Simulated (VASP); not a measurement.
Input of a VASP 6.6.1 run:

INCAR

```
PREC = Accurate
ENCUT = 700
EDIFF = 1E-6
ISMEAR = -5
SIGMA = 0.1
LREAL = F
LASPH = T
NELM = 200
ALGO = Normal
ISIF = 2
LWAVE = F
LCHARG = F
ISPIN = 2
MAGMOM = 1 0
LORBIT = 11
LMAXMIX = 4
GGA = PS
NBANDS = 23
GGA_COMPAT = F
```

The input KPOINTS:

```
Automatic mesh
0
Gamma
  11 11 11
```

The input POSCAR:

```
NiO
1.0
    0.0000000000      2.0859016400      2.0859016400
    2.0859016400      0.0000000000      2.0859016400
    2.0859016400      2.0859016400      0.0000000000
Ni O
1 1
Direct
    0.0000000000      0.0000000000      0.0000000000
    0.5000000000      0.5000000000      0.5000000000
```

Potentials or basis: VASP PAW PBE potentials, release 64 (Ni_sv_GW, O).

The run is started by

```bash
$ cat potpaw_PBE.64/Ni_sv_GW/POTCAR potpaw_PBE.64/O/POTCAR > POTCAR
$ mpirun -np 1 vasp_std > vasp.out
```

Estimate the net moment.

1.63 μB per cell.

Estimate the site moments.

Ni +1.35; O +0.25 μB.

Predict the pressure.

-6.2 GPa.

Caveat: the cell stands under tension; the PAW data sets were made with another functional, which shifts forces and pressure a little; a cell with one magnetic atom can't hold antiferromagnetic order, which such compounds often take; tetrahedron occupations give inexact forces and stress in metals.
